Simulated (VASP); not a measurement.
Input of a VASP 6.6.1 run:

File INCAR:

```
ALGO = Normal
EDIFF = 1E-6
EDIFFG = -0.005
ENCUT = 600
GGA = PE
IBRION = 2
ISIF = 3
ISMEAR = -1
LASPH = True
LCHARG = False
LREAL = False
LWAVE = False
NELM = 80
NSW = 60
PREC = Accurate
PSTRESS = 94.0
SIGMA = 0.08
```

Contents of KPOINTS:

```
k-points
0
Gamma
  14 14 13
```

The input POSCAR:

```
Na
1.0
    3.0472522554      0.0000000000      0.0000000000
   -1.5236261277      2.6389978649      0.0000000000
    0.0000000000      0.0000000000      2.8644171200
Na
1
Direct
    0.0000000000      0.0000000000      0.0000000000
```

Potentials or basis: VASP PAW PBE potentials, release 64 (Na_pv).

The run is started by

```console
$ cat potpaw_PBE.64/Na_pv/POTCAR > POTCAR
$ mpirun -np 1 vasp_std > vasp.out
```

(1) What does it give for the band gap on the k mesh?

(2) Predict the relaxed volume.

(3) Predict the space group after relaxing (to 0.1 Å).

(4) Estimate the relaxed cell.

Answers

(1) zero (an odd number of electrons rules out a gap without spin polarisation).

(2) 22.82 Å³/atom.

(3) P6/mmm (No. 191).

(4) a = 3.053 Å, b = 3.053 Å, c = 2.828 Å, α = 90.00°, β = 90.00°, γ = 120.00°.

Caveat: the cell is relaxed towards a set pressure, so the run minimises the enthalpy, not the energy.
